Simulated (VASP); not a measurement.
Wanted: the native input for a VASP 6.6.1 run.

| Item | Value |
| --- | --- |
| Task | single point |
| Functional | PBE |
| Potentials or basis | VASP PAW PBE potentials, release 64 (Cu) |
| Cutoff | 520 eV |
| k mesh | 21 × 21 × 12 |
| Occupations | gaussian, width 0.15 eV |
| Spin | no spin polarisation |
| Dipole correction | no |
| Further INCAR settings | ALGO = Normal; EDIFF = 1e-06; NBANDS = 18 |

The structure of Cu lies in POSCAR:

```
Cu
1.0
    2.4604488427      0.0000000000      0.0000000000
   -1.2302244214      2.1308112025      0.0000000000
    0.0000000000      0.0000000000      4.0177372823
Cu
2
Direct
    0.3333333333      0.6666666667      0.2500000000
    0.6666666667      0.3333333333      0.7500000000
```

This isn't the form of Cu at room conditions, which is fcc.

One way to write it, as run:

INCAR

```
SYSTEM = Cu
  ALGO = Normal
  EDIFF = 1E-6
  ENCUT = 520
  GGA = PE
  ISIF = 2
  ISMEAR = 0
  LASPH = .True.
  LCHARG = .False.
  LREAL = .False.
  LWAVE = .False.
  NBANDS = 18
  NELM = 60
  PREC = Accurate
  SIGMA = 0.15
```

KPOINTS

```
k-points
0
Gamma
  21 21 12
  0 0 0
```

Potentials or basis: VASP PAW PBE potentials, release 64 (Cu).

The run is started by

```console
$ cat potpaw_PBE.64/Cu/POTCAR > POTCAR
$ mpirun -np 1 vasp_std > vasp.out
```

It gave:

```yaml
Pressure: 25.1 GPa
Band_gap_on_the_k_mesh: zero (bands 11 and 12 overlap by 6.47 eV)
```

Caveat: the cell stands under pressure.

Wall time 62 s on 1 thread of AMD EPYC 7R43 64-Core Processor (Zen 3), on a shared host, peak memory 0.18 GiB.
